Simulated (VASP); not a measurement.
Here is a VASP 6.6.1 calculation.

File INCAR:

```
  PREC = Accurate
  ENCUT = 520
  EDIFF = 1E-6
  ISMEAR = -1
  SIGMA = 0.05
  LREAL = F
  LASPH = T
  NELM = 80
  ALGO = Normal
  ISIF = 2
  LWAVE = F
  LCHARG = T
  GGA = PS
  LELF = T
  LVHAR = T
  NBANDS = 12
```

KPOINTS

```
regular mesh
0
Gamma
  13 13 13
```

Contents of POSCAR:

```
Ga
1.0
   -1.3833332720      1.3833332720      2.3015465290
    1.3833332720     -1.3833332720      2.3015465290
    1.3833332720      1.3833332720     -2.3015465290
Ga
1
Direct
    0.0000000000      0.0000000000      0.0000000000
```

Potentials or basis: VASP PAW PBE potentials, release 64 (Ga_d).

Run with:

```bash
$ cat potpaw_PBE.64/Ga_d/POTCAR > POTCAR
$ mpirun -np 1 vasp_std > vasp.out
```

Task: Estimate the pressure.

Result: 0.1 GPa.

Task: What does it give for the band gap on the k mesh?

Result: Zero (an odd number of electrons rules out a gap without spin polarisation).

Caveat: the PAW data sets were made with another functional, which shifts forces and pressure a little.
